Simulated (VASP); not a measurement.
# W3N4 (Pm-3m) in VASP: relaxation of cell and atoms with LDA

Aim: the relaxation of cell and atoms of W3N4 with LDA.

Everything below comes from runs of VASP 6.6.1. Logs are shortened: lines on timing, memory, paths and dates and some standing lists are left out, and cuts for length are marked.

## 1. The cell of the first run

Symmetry: Pm-3m, No. 221, cubic system. The conventional cell has a = 4.217 Å, b = 4.217 Å, c = 4.217 Å, α = 90.00°, β = 90.00°, γ = 90.00°. Within 2.8 Å of W (site symmetry 4/mmm) lie 6 N at 2.11 Å. N (site symmetry m-3m) has 6 W at 2.11 Å within 2.8 Å. N (site symmetry 4/mmm) has 4 W at 2.11 Å within 2.8 Å.

## 2. Relaxation of cell and atoms, LDA

INCAR reads:

```
ALGO     = Normal         # electronic algorithm
EDIFF    = 1E-6           # SCF threshold, eV
EDIFFG   = -0.001         # ionic threshold
ENCUT    = 600            # plane-wave cutoff, eV
IBRION   = 2              # ionic algorithm
ISIF     = 3              # what is computed and relaxed
ISMEAR   = -1             # smearing method
LASPH    = T              # aspherical terms in the spheres
LCHARG   = F              # write CHGCAR
LREAL    = F              # projectors in reciprocal space
LWAVE    = F              # write WAVECAR
NELM     = 60             # most SCF steps
NSW      = 80             # ionic steps
PREC     = Accurate       # precision mode
SIGMA    = 0.15           # smearing width, eV
```

KPOINTS reads:

```
k-points
0
Gamma
  8 8 8
```

POSCAR reads:

```
W3N4
1.0
    4.2172979731      0.0000000000      0.0000000000
    0.0000000000      4.2172979731      0.0000000000
    0.0000000000      0.0000000000      4.2172979731
W N
3 4
Direct
    0.5000000000      0.5000000000      0.0000000000
    0.0000000000      0.5000000000      0.5000000000
    0.5000000000      0.0000000000      0.5000000000
    0.5000000000      0.5000000000      0.5000000000
    0.5000000000      0.0000000000      0.0000000000
    0.0000000000      0.5000000000      0.0000000000
    0.0000000000      0.0000000000      0.5000000000
```

Potentials or basis: VASP PAW LDA potentials, release 64 (W_sv, N).

Run with:

```console
$ cat potpaw_LDA.64/W_sv/POTCAR potpaw_LDA.64/N/POTCAR > POTCAR
$ mpirun -np 1 vasp_std > vasp.out
```

OUTCAR:

```text
EDIFF = 1E-6
   EDIFFG = -0.001
   ENCUT = 600
   IBRION = 2
   ISIF = 3
   ISMEAR = -1
   LASPH = T
   LREAL = F
   NELM = 60
   NSW = 80
   PREC = Accurate

 ion  position               nearest neighbor table
   1  0.500  0.500  0.000-   4 2.11   5 2.11   6 2.11   4 2.11   5 2.11   6 2.11   3 2.98   3 2.98
                             3 2.98   2 2.98   3 2.98   2 2.98   2 2.98   2 2.98
   2  0.000  0.500  0.500-   4 2.11   6 2.11   7 2.11   6 2.11   7 2.11   4 2.11   3 2.98   3 2.98
                             1 2.98   1 2.98   3 2.98   1 2.98   1 2.98   3 2.98
   3  0.500  0.000  0.500-   4 2.11   5 2.11   7 2.11   5 2.11   4 2.11   7 2.11   2 2.98   1 2.98
                             2 2.98   1 2.98   1 2.98   2 2.98   1 2.98   2 2.98
   4  0.500  0.500  0.500-   1 2.11   2 2.11   3 2.11   1 2.11   3 2.11   2 2.11
   5  0.500  0.000  0.000-   1 2.11   3 2.11   3 2.11   1 2.11
   6  0.000  0.500  0.000-   1 2.11   2 2.11   2 2.11   1 2.11
   7  0.000  0.000  0.500-   2 2.11   3 2.11   2 2.11   3 2.11

  LATTYP: Found a simple cubic cell.
 ALAT       =     4.2172979731

  Lattice vectors:

 A1 = (   4.2172979731,   0.0000000000,   0.0000000000)
 A2 = (   0.0000000000,   4.2172979731,   0.0000000000)
 A3 = (   0.0000000000,   0.0000000000,   4.2172979731)

Analysis of symmetry for initial positions (statically):
=====================================================================
 Subroutine PRICEL returns:
 Original cell was already a primitive cell.

 Routine SETGRP: Setting up the symmetry group for a
 simple cubic supercell.

 Subroutine GETGRP returns: Found 48 space group operations
 (whereof 48 operations were pure point group operations)
 out of a pool of 48 trial point group operations.

The static configuration has the point symmetry O_h .

Analysis of symmetry for dynamics (positions and initial velocities):
=====================================================================
 Subroutine PRICEL returns:
 Original cell was already a primitive cell.

 Routine SETGRP: Setting up the symmetry group for a
 simple cubic supercell.

 Subroutine GETGRP returns: Found 48 space group operations
 (whereof 48 operations were pure point group operations)
 out of a pool of 48 trial point group operations.

The dynamic configuration has the point symmetry O_h .

 Subroutine INISYM returns: Found 48 space group operations
 (whereof 48 operations are pure point group operations),
 and found     1 'primitive' translations

[... 126 lines left out ...]
  Fermi-wavevector in a.u.,A,eV,Ry     =   1.536401  2.903376 32.116913  2.360527
  Thomas-Fermi vector in A             =   2.643054
   LORBIT       =      0    0 simple, 1 ext, 2 COOP (PROOUT), +10 PAW based schemes
   GGA     = CA    functional components
   LHFCALC =     F    Hartree Fock is set to
   AEXX    =    0.0000 exact exchange contribution
   IVDW    =     0    specifies the selected vdW correction
   LEPSILON=     F    determine dielectric tensor
   LRPA    =     F    only Hartree local field effects (RPA)
 conjugate gradient relaxation of ions
 non-spin polarized calculation
  energy-cutoff  :      600.00
  volume of cell :       75.01
 maximum number of plane-waves:      2522
 NGX is ok and might be reduce to    36
   NGX = 17   NGY = 17   NGZ = 17

--------------------------------------- Ionic step        1  -------------------------------------------

 number of electron      62.0000005 magnetization

 Free energy of the ion-electron system (eV)
  ---------------------------------------------------
  ext. energy  EPLUGINS =         0.00000000
  ---------------------------------------------------
  free energy    TOTEN  =       -80.66783499 eV

  energy without entropy =      -80.40365234  energy(sigma->0) =      -80.53574366

------------------------ aborting loop because EDIFF is reached ----------------------------------------

  FORCE on cell =-STRESS in cart. coord.  units (eV):
  Direction    XX          YY          ZZ          XY          YZ          ZX
  --------------------------------------------------------------------------------------
  -------------------------------------------------------------------------------------
  Total       -5.9615803     -5.9615803     -5.9615803     -0.0000000     -0.0000000      0.0000000
  in kB     -127.3412528   -127.3412528   -127.3412528     -0.0000000     -0.0000000      0.0000000
  external PRESSURE =    -127.3412528 kB  Pullay stress =       0.0000000 kB
[... 104 lines left out ...]
  FREE ENERGIE OF THE ION-ELECTRON SYSTEM (eV)
  ---------------------------------------------------
  free  energy   TOTEN  =       -80.7753665828 eV

  energy  without entropy=      -80.5210487504  energy(sigma->0) =      -80.64820767

[... ionic steps 4 to 13 ...]

--------------------------------------- Ionic step       14  -------------------------------------------

 number of electron      62.0000004 magnetization

------------------------ aborting loop because EDIFF is reached ----------------------------------------
[... 77 lines left out ...]
--------------------------------------- Ionic step       16  -------------------------------------------

 number of electron      62.0000004 magnetization

 Free energy of the ion-electron system (eV)
  ---------------------------------------------------
  ext. energy  EPLUGINS =         0.00000000
  ---------------------------------------------------
  free energy    TOTEN  =       -80.77550096 eV

  energy without entropy =      -80.52152596  energy(sigma->0) =      -80.64851346

 E-fermi :  10.9018     XC(G=0): -13.4900

 val. band max:       10.8954390565   @ k =   0.3750   0.3750   0.3750
 cond. band min:      10.9089102346   @ k =   0.5000   0.3750   0.0000
 fundamental gap:      0.0134711782
 Fermi energy:        10.9017912828

 k-point     1 :       0.0000    0.0000    0.0000
  band No.  band energies     occupation
      1     -64.3907      2.00000
      2     -64.3122      2.00000
      3     -64.3122      2.00000
      4     -29.3292      2.00000
      5     -29.3292      2.00000
      6     -29.3292      2.00000
[... 949 lines left out ...]
     36      13.0178      0.00000
     37      13.3653      0.00000

 [... further k-points ...]

------------------------ aborting loop because EDIFF is reached ----------------------------------------

  FORCE on cell =-STRESS in cart. coord.  units (eV):
  Direction    XX          YY          ZZ          XY          YZ          ZX
  --------------------------------------------------------------------------------------
  -------------------------------------------------------------------------------------
  Total       -0.0042746     -0.0042746     -0.0042746     -0.0000000     -0.0000000      0.0000000
  in kB       -0.0946150     -0.0946150     -0.0946150     -0.0000000     -0.0000000      0.0000000
  external PRESSURE =      -0.0946150 kB  Pullay stress =       0.0000000 kB
[... 22 lines left out ...]
  FREE ENERGIE OF THE ION-ELECTRON SYSTEM (eV)
  ---------------------------------------------------
  free  energy   TOTEN  =       -80.7755009621 eV

  energy  without entropy=      -80.5215259586  energy(sigma->0) =      -80.64851346

 reached required accuracy - stopping structural energy minimisation
```

CONTCAR:

```text
W3N4
   1.00000000000000
     4.1675665628412313    0.0000000000000000    0.0000000000000000
     0.0000000000000000    4.1675665628412313   -0.0000000000000000
     0.0000000000000000   -0.0000000000000000    4.1675665628412313
  W               N
     3     4
Direct
     0.5000000000000000    0.5000000000000000    0.0000000000000000
     0.0000000000000000    0.5000000000000000    0.5000000000000000
     0.5000000000000000    0.0000000000000000    0.5000000000000000
     0.5000000000000000    0.5000000000000000    0.5000000000000000
     0.5000000000000000    0.0000000000000000    0.0000000000000000
     0.0000000000000000    0.5000000000000000    0.0000000000000000
     0.0000000000000000    0.0000000000000000    0.5000000000000000

  0.00000000E+00  0.00000000E+00  0.00000000E+00
  0.00000000E+00  0.00000000E+00  0.00000000E+00
  0.00000000E+00  0.00000000E+00  0.00000000E+00
  0.00000000E+00  0.00000000E+00  0.00000000E+00
  0.00000000E+00  0.00000000E+00  0.00000000E+00
  0.00000000E+00  0.00000000E+00  0.00000000E+00
  0.00000000E+00  0.00000000E+00  0.00000000E+00
```

It took 12 min on 1 thread of Intel Xeon Platinum 8375C at 2.90GHz (Ice Lake), shared host; peak memory 0.25 GiB.

What came out:

```
Free energy                           : -80.7755 eV
Relaxed volume                        : 10.34 Å³/atom
Relaxed cell                          : a = 4.168 Å, b = 4.168 Å, c = 4.168 Å, α = 90.00°, β = 90.00°, γ = 90.00°
Space group after relaxing (to 0.1 Å) : Pm-3m (No. 221)
Energy gained by relaxing             : 15.4 meV/atom
Ionic steps                           : 16
Pressure after relaxing               : 0.0 GPa
Band gap on the k mesh                : zero (bands 31 and 32 overlap by 2.43 eV)
```

The path:
| step | energy change (eV) | largest force (eV/Å) | pressure (GPa) | volume (Å³) |
| --- | --- | --- | --- | --- |
| 1 | 0.0000 | 0.0000 | -12.73 | 75.01 |
| 2 | 0.6609 | 0.0000 | 42.76 | 66.14 |
| 3 | -0.1075 | 0.0000 | -0.47 | 72.47 |
| 4 | -0.1077 | 0.0000 | -0.12 | 72.40 |
| 5 | -0.1076 | 0.0000 | 0.17 | 72.35 |
| 6 | -0.1076 | 0.0000 | -0.27 | 72.45 |
| 7 | -0.1077 | 0.0000 | -0.03 | 72.38 |
| 8 | -0.1077 | 0.0000 | 0.02 | 72.38 |
| 9 | -0.1077 | 0.0000 | 0.04 | 72.38 |
| 10 | -0.1077 | 0.0000 | 0.03 | 72.38 |
| 11 | -0.1077 | 0.0000 | 0.03 | 72.38 |
| 12 | -0.1077 | 0.0000 | -0.04 | 72.39 |
| 13 | -0.1077 | 0.0000 | -0.05 | 72.39 |
| 14 | -0.1077 | 0.0000 | -0.04 | 72.39 |
| 15 | -0.1077 | 0.0000 | -0.02 | 72.39 |
| 16 | -0.1077 | 0.0000 | -0.01 | 72.38 |

Final structure:
```
W N
1.0
     4.16757    0.00000    0.00000
     0.00000    4.16757    0.00000
     0.00000    0.00000    4.16757
W N
3 4
Direct
  0.50000 0.50000 0.00000
  0.00000 0.50000 0.50000
  0.50000 0.00000 0.50000
  0.50000 0.50000 0.50000
  0.50000 0.00000 0.00000
  0.00000 0.50000 0.00000
  0.00000 0.00000 0.50000
```

Caveat: spin-orbit coupling is left out, which moves the levels of the heavy elements.
